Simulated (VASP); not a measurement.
Here is a VASP 6.6.1 calculation.

File POSCAR:

```
Ta
1.0
    5.3121625516      0.0000000000      0.0000000000
    0.0000000000      5.3121625516      0.0000000000
    0.0000000000      0.0000000000      5.3121625516
Ta
8
Direct
    0.5000000000      0.5000000000      0.5000000000
    0.0000000000      0.0000000000      0.0000000000
    0.2500000000      0.0000000000      0.5000000000
    0.5000000000      0.2500000000      0.0000000000
    0.5000000000      0.7500000000      0.0000000000
    0.7500000000      0.0000000000      0.5000000000
    0.0000000000      0.5000000000      0.7500000000
    0.0000000000      0.5000000000      0.2500000000
```

Contents of INCAR.step1:

```
SYSTEM = Ta
  PREC = Accurate
  ENCUT = 520
  ISMEAR = 0
  SIGMA = 0.1
  LREAL = .False.
  LASPH = .True.
  NELM = 60
  NBANDS = 54
  GGA = PE
  ALGO = Normal
  EDIFF = 1E-4
  LWAVE = .True.
  LCHARG = .False.
```

INCAR.step2

```
SYSTEM = Ta
  PREC = Accurate
  ENCUT = 520
  EDIFF = 1E-6
  ISMEAR = 0
  SIGMA = 0.1
  LREAL = .False.
  LASPH = .True.
  NELM = 60
  ALGO = Normal
  ISIF = 2
  LWAVE = .False.
  LCHARG = .False.
  METAGGA = R2SCAN
  LMIXTAU = .True.
  NBANDS = 54
  ISTART = 1
```

Contents of KPOINTS:

```
Automatic mesh
0
Gamma
  4 4 4
  0 0 0
```

Potentials or basis: VASP PAW PBE potentials, release 64 (Ta_pv).

Run with:

```console
$ cat potpaw_PBE.64/Ta_pv/POTCAR > POTCAR
$ cp INCAR.step1 INCAR
$ mpirun -np 1 vasp_std > vasp.out
$ cp INCAR.step2 INCAR
$ mpirun -np 1 vasp_std > vasp.out
```

(1) Predict the band gap on the k mesh.

(2) Estimate the pressure.

Results:

(1) zero (bands 44 and 45 overlap by 0.03 eV).

(2) -1.7 GPa.

Caveat: the PAW data sets were made with another functional, which shifts forces and pressure a little; spin-orbit coupling is left out, which moves the levels of the heavy elements.
